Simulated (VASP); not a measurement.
# HF in VASP: notebook

HF is run at these levels: PBE+D3(BJ); tasks: single point, relaxation of the atoms.

Everything below comes from runs of VASP 6.6.1. Logs are shortened: lines on timing, memory, paths and dates and some standing lists are left out, and cuts for length are marked.

## Step 1: The cell of the first run

The cell holds a disordered packing, 12 atoms: a = 5.887 Å, b = 5.887 Å, c = 5.887 Å, α = 90.00°, β = 90.00°, γ = 90.00°.

## Step 2: Single point, PBE+D3(BJ)

INCAR reads:

```
SYSTEM = HF
PREC = Accurate ; ENCUT = 520
EDIFF = 1E-7 ; ISMEAR = -1
SIGMA = 0.02 ; LREAL = .False.
LASPH = .True. ; NELM = 80
ALGO = Normal ; ISIF = 2
LWAVE = .False. ; LCHARG = .False.
GGA = PE ; IVDW = 12
NBANDS = 36
```

KPOINTS reads:

```
Automatic mesh
0
Gamma
  1 1 1
  0 0 0
```

POSCAR reads:

```
HF
1.0
    5.8867650000      0.0000000000      0.0000000000
    0.0000000000      5.8867650000      0.0000000000
    0.0000000000      0.0000000000      5.8867650000
F H
6 6
Direct
    0.3374106373      0.4334888224      0.8439154559
    0.8679057963      0.7501110422      0.6321189717
    0.6510051066      0.3073471482      1.0547838609
    0.7066073153      0.6652957888      0.2609811303
    0.3445598059      0.1499447611      0.3691482426
    0.2609112271      0.8187654132      0.7418438727
    0.3150713630      0.5967354965      0.8018539612
    0.8126258913      0.7110284279      0.4803140282
    0.5256993056      0.3640556037      0.9509552589
    0.7015977618      0.5149162058      0.1899217083
    0.4582207033      0.1572749588      0.2551772556
    0.1061330865      0.8087447314      0.6793188536
```

Potentials or basis: VASP PAW PBE potentials, release 64 (F, H).

On the command line:

```sh
cat potpaw_PBE.64/F/POTCAR potpaw_PBE.64/H/POTCAR > POTCAR
mpirun -np 1 vasp_gam > vasp.out
```

OUTCAR:

```text
SYSTEM = HF
   PREC = Accurate
   ENCUT = 520
   EDIFF = 1E-7
   ISMEAR = -1
   LREAL = .False.
   LASPH = .True.
   NELM = 80
   ISIF = 2
   GGA = PE
   IVDW = 12
 IVDW          = 12

 ion  position               nearest neighbor table
   1  0.337  0.433  0.844-   7 1.00   9 1.34
   2  0.868  0.750  0.632-   8 0.98
   3  0.651  0.307  0.055-   9 1.01
   4  0.707  0.665  0.261-  10 0.98
   5  0.345  0.150  0.369-  11 0.95
   6  0.261  0.819  0.742-  12 0.98   7 1.39
   7  0.315  0.597  0.802-   1 1.00   6 1.39
   8  0.813  0.711  0.480-   2 0.98
   9  0.526  0.364  0.951-   3 1.01   1 1.34
  10  0.702  0.515  0.190-   4 0.98
  11  0.458  0.157  0.255-   5 0.95
  12  0.106  0.809  0.679-   6 0.98

  LATTYP: Found a simple cubic cell.
 ALAT       =     5.8867650000

  Lattice vectors:

 A1 = (   5.8867650000,   0.0000000000,   0.0000000000)
 A2 = (   0.0000000000,   5.8867650000,   0.0000000000)
 A3 = (   0.0000000000,   0.0000000000,   5.8867650000)

Analysis of symmetry for initial positions (statically):
=====================================================================
 Subroutine PRICEL returns:
 Original cell was already a primitive cell.

 Routine SETGRP: Setting up the symmetry group for a
 simple cubic supercell.

 Subroutine GETGRP returns: Found  1 space group operations
 (whereof  1 operations were pure point group operations)
 out of a pool of 48 trial point group operations.

The static configuration has the point symmetry C_1 .

Analysis of symmetry for dynamics (positions and initial velocities):
=====================================================================
 Subroutine PRICEL returns:
 Original cell was already a primitive cell.

 Routine SETGRP: Setting up the symmetry group for a
 simple cubic supercell.

 Subroutine GETGRP returns: Found  1 space group operations
 (whereof  1 operations were pure point group operations)
 out of a pool of 48 trial point group operations.

The dynamic configuration has the point symmetry C_1 .

 Subroutine INISYM returns: Found  1 space group operations
 (whereof  1 operations are pure point group operations),
 and found     1 'primitive' translations

----------------------------------------------------------------------------------------

                                     Primitive cell

  volume of cell :     204.0000

  direct lattice vectors                    reciprocal lattice vectors
     5.886765000  0.000000000  0.000000000     0.169872587  0.000000000  0.000000000
     0.000000000  5.886765000  0.000000000     0.000000000  0.169872587  0.000000000
     0.000000000  0.000000000  5.886765000     0.000000000  0.000000000  0.169872587

  length of vectors
     5.886765000  5.886765000  5.886765000     0.169872587  0.169872587  0.169872587

  position of ions in fractional coordinates (direct lattice)
     0.337410637  0.433488822  0.843915456
     0.867905796  0.750111042  0.632118972
     0.651005107  0.307347148  0.054783861
     0.706607315  0.665295789  0.260981130
     0.344559806  0.149944761  0.369148243
     0.260911227  0.818765413  0.741843873
     0.315071363  0.596735497  0.801853961
     0.812625891  0.711028428  0.480314028
     0.525699306  0.364055604  0.950955259
     0.701597762  0.514916206  0.189921708
     0.458220703  0.157274959  0.255177256
     0.106133087  0.808744731  0.679318854

  ion indices of the primitive-cell ions
   primitive index   ion index
                 1           1
                 2           2
                 3           3
                 4           4
                 5           5
                 6           6
                 7           7
                 8           8
                 9           9
                10          10
                11          11
                12          12

----------------------------------------------------------------------------------------

 KPOINTS: Automatic mesh

Automatic generation of k-mesh.
 Grid dimensions read from file:
 generate k-points for:    1    1    1

 Generating k-lattice:

  Cartesian coordinates                     Fractional coordinates (reciprocal lattice)
     0.169872587  0.000000000  0.000000000     1.000000000  0.000000000  0.000000000
     0.000000000  0.169872587  0.000000000     0.000000000  1.000000000  0.000000000
     0.000000000  0.000000000  0.169872587     0.000000000  0.000000000  1.000000000

  Length of vectors
     0.169872587  0.169872587  0.169872587

  Shift w.r.t. Gamma in fractional coordinates (k-lattice)
     0.000000000  0.000000000  0.000000000

 Subroutine IBZKPT returns following result:
 ===========================================

 Found      1 irreducible k-points:

 Following reciprocal coordinates:
            Coordinates               Weight
  0.000000  0.000000  0.000000      1.000000
   k-points           NKPTS =      1   k-points in BZ     NKDIM =      1   number of bands    NBANDS=     36
   number of dos      NEDOS =    301   number of ions     NIONS =     12
   total plane-waves  NPLWV = 110592
   dimension x,y,z NGX =    48 NGY =   48 NGZ =   48
   dimension x,y,z NGXF=    96 NGYF=   96 NGZF=   96
   ions per type =               6   6
   NGX,Y,Z   is equivalent  to a cutoff of  13.56, 13.56, 13.56 a.u.
   NGXF,Y,Z  is equivalent  to a cutoff of  27.11, 27.11, 27.11 a.u.
 SYSTEM =  HF
   PREC   = accura    normal or accurate (medium, high low for compatibility)
   ISTART =      0    job   : 0-new  1-cont  2-samecut
   ICHARG =      2    charge: 1-file 2-atom 10-const
   ISPIN  =      1    spin polarized calculation?
   LNONCOLLINEAR =      F non collinear calculations
   LSORBIT =      F    spin-orbit coupling
   LASPH  =      T    aspherical Exc in radial PAW
   ENCUT  =  520.0 eV  38.22 Ry    6.18 a.u.  10.95 10.95 10.95*2*pi/ulx,y,z
   NELM   =     80;   NELMIN=  2; NELMDL= -5     # of ELM steps
   EDIFF  = 0.1E-06   stopping-criterion for ELM
   LREAL  =      F    real-space projection
   EDIFFG = 0.1E-05   stopping-criterion for IOM
   NSW    =      0    number of steps for IOM
   IBRION =     -1    ionic relax: 0-MD 1-quasi-New 2-CG
   NFREE  =      0    steps in history (QN), initial steepest desc. (CG)
   ISIF   =      2    stress and relaxation
   ISYM   =      2    0-nonsym 1-usesym 2-fastsym
   POTIM  = 0.5000    time-step for ionic-motion
   TEBEG  =    0.0;   TEEND  =   0.0 temperature during run
   PSTRESS=    0.0 pullay stress
   NELECT =      48.0000    total number of electrons
   NUPDOWN=      -1.0000    fix difference up-down
   EMIN   =  10.00;   EMAX   =-10.00  energy-range for DOS
   EFERMI =   0.00;   METHOD = LEGACY
   ISMEAR =    -1;   SIGMA  =   0.02  broadening in eV -4-tet -1-fermi 0-gaus
   EFERMI_NEDOS =   21; number of points for ismear=-14 and -15
   IALGO  =     38    algorithm
   IMIX   =      4    mixing-type and parameters
     AMIX     =   0.40;   BMIX     =  1.00
     AMIX_MAG =   1.60;   BMIX_MAG =  1.00
  volume/ion in A,a.u.               =      17.00       114.72
  Fermi-wavevector in a.u.,A,eV,Ry     =   1.010676  1.909900 13.897884  1.021466
  Thomas-Fermi vector in A             =   2.143679
   LORBIT       =      0    0 simple, 1 ext, 2 COOP (PROOUT), +10 PAW based schemes
   GGA     = PE    functional components
   LHFCALC =     F    Hartree Fock is set to
   AEXX    =    0.0000 exact exchange contribution
   IVDW    =    12    specifies the selected vdW correction
   LEPSILON=     F    determine dielectric tensor
   LRPA    =     F    only Hartree local field effects (RPA)
 non-spin polarized calculation
  energy-cutoff  :      520.00
  volume of cell :      204.00
 maximum number of plane-waves:      2725
 NGX is ok and might be reduce to    42
   NGX = 21   NGY = 21   NGZ = 21

 number of electron      48.0000006 magnetization

 Free energy of the ion-electron system (eV)
  ---------------------------------------------------
  ext. energy  EPLUGINS =         0.00000000
  ---------------------------------------------------
  free energy    TOTEN  =       -49.44012885 eV

  energy without entropy =      -49.44012885  energy(sigma->0) =      -49.44012885

 E-fermi :  -6.2061     XC(G=0):  -5.5420

 val. band max:       -6.7758448960   @ k =   0.0000   0.0000   0.0000
 cond. band min:       0.0943166203   @ k =   0.0000   0.0000   0.0000
 fundamental gap:      6.8701615163
 Fermi energy:        -6.2061419824

 k-point     1 :       0.0000    0.0000    0.0000
  band No.  band energies     occupation
      1     -29.0209      2.00000
      2     -28.5704      2.00000
      3     -28.5290      2.00000
      4     -27.8288      2.00000
      5     -27.7509      2.00000
      6     -27.1067      2.00000
[... 28 lines left out ...]
     35       7.6422      0.00000
     36       7.7111      0.00000

------------------------ aborting loop because EDIFF is reached ----------------------------------------

 Edisp (eV)   -0.21222

 E8    (eV) :    -0.0414

  FORCE on cell =-STRESS in cart. coord.  units (eV):
  Direction    XX          YY          ZZ          XY          YZ          ZX
  --------------------------------------------------------------------------------------
  -------------------------------------------------------------------------------------
  Total       0.15050     0.23336     0.48745    -0.23524    -0.15842     0.63132
  in kB       1.18202     1.83279     3.82837    -1.84751    -1.24421     4.95827
  external pressure =        2.28 kB  Pullay stress =        0.00 kB

 VOLUME and BASIS-vectors are now :
 -----------------------------------------------------------------------------
  energy-cutoff  :      520.00
  volume of cell :      204.00
      direct lattice vectors                 reciprocal lattice vectors
     5.886765000  0.000000000  0.000000000     0.169872587  0.000000000  0.000000000
     0.000000000  5.886765000  0.000000000     0.000000000  0.169872587  0.000000000
     0.000000000  0.000000000  5.886765000     0.000000000  0.000000000  0.169872587

 POSITION                                       TOTAL-FORCE (eV/Angst)
 -----------------------------------------------------------------------------------
      1.98626      2.55185      4.96793         0.009005     -0.170691     -0.057832
      5.10916      4.41573      3.72114         0.168373      0.074457      0.188458
      3.83231      1.80928      0.32250         0.187801     -0.037627      0.201561
      4.15963      3.91644      1.53633         0.062314      0.204277      0.125816
      2.02834      0.88269      2.17309         0.082897     -0.045922     -0.104810
      1.53592      4.81988      4.36706         0.061201     -0.067184      0.024009
      1.85475      3.51284      4.72033        -0.024886      0.235737     -0.027875
      4.78374      4.18566      2.82750        -0.119693     -0.043705     -0.241625
      3.09467      2.14311      5.59805        -0.173276      0.010430     -0.080556
      4.13014      3.03119      1.11802        -0.034640     -0.207773     -0.121334
      2.69744      0.92584      1.50217        -0.052070      0.046700      0.087406
      0.62478      4.76089      3.99899        -0.167025      0.001302      0.006782
 -----------------------------------------------------------------------------------
    total drift:                                0.001197     -0.000417      0.000978

  FREE ENERGIE OF THE ION-ELECTRON SYSTEM (eV)
  ---------------------------------------------------
  free  energy   TOTEN  =       -49.6523463742 eV

  energy  without entropy=      -49.6523463742  energy(sigma->0) =      -49.65234637
```

It took 21 s on 1 thread of Intel Xeon 8259CL, shared host; peak memory 0.32 GiB.

What came out:

* Free energy: -49.6523 eV
* Pressure: 0.2 GPa
* Largest force: 0.278 eV/Å
* Dispersion energy per atom: -0.018 eV

Forces on the atoms (eV/Å):
```
F    0.009 -0.171 -0.058
F    0.168  0.074  0.188
F    0.188 -0.038  0.202
F    0.062  0.204  0.126
F    0.083 -0.046 -0.105
F    0.061 -0.067  0.024
H   -0.025  0.236 -0.028
H   -0.120 -0.044 -0.242
H   -0.173  0.010 -0.081
H   -0.035 -0.208 -0.121
H   -0.052  0.047  0.087
H   -0.167  0.001  0.007
```

Levels at points of the mesh, in eV from the Fermi level:
```tsv
k point	band 22	band 23	band 24	band 25	band 26	band 27
(0.00, 0.00, 0.00)	-1.62	-0.59	-0.57	6.30	10.31	10.55
```

Caveat: the k points lie up to 1.07 Å⁻¹ apart.

## Step 3: Single point, PBE+D3(BJ)

INCAR reads:

```
PREC = Accurate ; ENCUT = 520
EDIFF = 1E-6 ; ISMEAR = -1
SIGMA = 0.02 ; LREAL = False
LASPH = True ; NELM = 80
ALGO = Normal ; ISIF = 2
LWAVE = False ; LCHARG = True
GGA = PE ; IVDW = 12
LELF = True ; LVHAR = True
NBANDS = 36
```

KPOINTS reads:

```
Automatic mesh
0
Gamma
  1 1 1
```

POSCAR reads:

```
HF
1.0
    5.8867650000      0.0000000000      0.0000000000
    0.0000000000      5.8867650000      0.0000000000
    0.0000000000      0.0000000000      5.8867650000
F H
6 6
Direct
    0.3203627119      0.4218106209      0.8370301855
    0.8627488952      0.7736167488      0.6396722139
    0.6680069614      0.3213649602      1.0365795135
    0.6964776070      0.6655438089      0.2541633648
    0.3438051290      0.1387179546      0.3497336823
    0.2575778038      0.8080159476      0.7552195476
    0.3100004841      0.5922777621      0.8033954133
    0.8195502963      0.7107808788      0.4923417191
    0.5197421674      0.3363477224      0.9536477165
    0.6968003649      0.5161918303      0.1767014651
    0.4666569839      0.0408373699      0.3190037313
    0.1005136098      0.8032595152      0.7096257452
```

Potentials or basis: VASP PAW PBE potentials, release 64 (F, H).

On the command line:

```sh
cat potpaw_PBE.64/F/POTCAR potpaw_PBE.64/H/POTCAR > POTCAR
mpirun -np 1 vasp_gam > vasp.out
```

Wall time 25 s (1 thread of Intel Xeon 8259CL, shared host); peak memory 0.32 GiB.

The run converged. Its results:

```
Free energy                : -49.5000 eV
Pressure                   : -0.1 GPa
Largest force              : 0.970 eV/Å
Dispersion energy per atom : -0.018 eV
```

Forces on the atoms (eV/Å):
```
F    0.237  0.195  0.032
F   -0.105 -0.118 -0.208
F   -0.116 -0.255 -0.125
F    0.246  0.302  0.599
F    0.062 -0.130  0.000
F    0.827  0.299  0.255
H    0.012 -0.793  0.196
H   -0.135  0.105 -0.141
H    0.090  0.410  0.031
H   -0.153 -0.128 -0.226
H   -0.083  0.047 -0.015
H   -0.882  0.068 -0.398
```

Stress tensor (GPa, compression positive):
```
 0.34 -0.03 -0.07
-0.03 -0.03 -0.12
-0.07 -0.12 -0.48
```

Levels at points of the mesh, in eV from the Fermi level:
| k point | band 22 | band 23 | band 24 | band 25 | band 26 | band 27 |
| --- | --- | --- | --- | --- | --- | --- |
| (0.00, 0.00, 0.00) | -1.06 | -0.68 | -0.60 | 6.32 | 9.89 | 10.61 |

Caveat: the k points lie up to 1.07 Å⁻¹ apart.

(Continued in part 2 of 2.)
